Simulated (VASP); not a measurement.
C, 2 atoms in the cell. The cell holds a slab with vacuum, 2 atoms: a = 2.456 Å, b = 2.456 Å, c = 8.524 Å, α = 90.00°, β = 90.00°, γ = 120.00°. 

| Property | Result |
| --- | --- |
| Program | VASP 6.6.1 |
| Task | single point |
| Functional | LDA |
| Potentials or basis | VASP PAW LDA potentials, release 64 (C) |
| Cutoff | 520 eV |
| k mesh | 9 × 9 × 2 |
| Occupations | gaussian, width 0.1 eV |
| Spin | no spin polarisation |
| Dipole correction | no |
| Further INCAR settings | ALGO = Normal; EDIFF = 1e-07; NBANDS = 11 |

Potentials or basis: VASP PAW LDA potentials, release 64 (C).

Command:

```bash
$ cat potpaw_LDA.64/C/POTCAR > POTCAR
$ mpirun -np 1 vasp_std > vasp.out
```

Hardware: 1 thread of Intel(R) Xeon(R) Platinum 8559C (Emerald Rapids) (shared host).

Question: How long does it take, and how much memory?

Answer: It took 6.9 s on 1 thread of Intel(R) Xeon(R) Platinum 8559C (Emerald Rapids) (shared host), peak memory 0.12 GiB. Counts: scf iterations 16, k points 24.
